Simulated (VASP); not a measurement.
Set up this calculation in VASP 6.6.1, as the native input.

| Item | Value |
| --- | --- |
| Task | single point |
| Functional | PBE |
| Dispersion | D3(BJ) |
| Potentials or basis | VASP PAW PBE potentials, release 64 (C) |
| Cutoff | 520 eV |
| k mesh | 8 × 8 × 1 |
| Occupations | gaussian, width 0.1 eV |
| Spin | no spin polarisation |
| Dipole correction | yes |
| Further INCAR settings | ALGO = Normal; EDIFF = 1e-06; NBANDS = 11 |

The structure of C lies in POSCAR:

```
C
1.0
    2.4654952786      0.0000000000      0.0000000000
   -1.2327476393      2.1341560297      0.0000000000
    0.0000000000      0.0000000000     26.0000000000
C
2
Direct
    0.0833104418      0.1666208835      0.5000000000
    0.4166895582      0.8333791165      0.5000000000
```

This cell differs from its parent crystal: atoms taken out.

These files were run (other wordings do the same):

INCAR

```
ALGO = Normal
DIPOL = 0.5 0.5 0.500
EDIFF = 1E-6
ENCUT = 520
GGA = PE
IDIPOL = 3
ISIF = 2
ISMEAR = 0
IVDW = 12
LASPH = True
LCHARG = True
LDIPOL = True
LELF = True
LREAL = False
LVACPOTAV = True
LVHAR = True
LWAVE = False
NBANDS = 11
NELM = 80
PREC = Accurate
SIGMA = 0.1
```

KPOINTS

```
k-points
0
Gamma
  8 8 1
```

Potentials or basis: VASP PAW PBE potentials, release 64 (C).

Run with:

```bash
$ cat potpaw_PBE.64/C/POTCAR > POTCAR
$ mpirun -np 1 vasp_std > vasp.out
```

It gave:

```yaml
Largest_force: 0.005 eV/Å
Dispersion_energy_per_atom: -0.089 eV
```

Caveat: the cell differs from its parent crystal (atoms taken out).

It took 57 s on 1 thread of Intel(R) Xeon(R) 6975P-C (Granite Rapids), with other jobs on the host, peak memory 0.23 GiB.
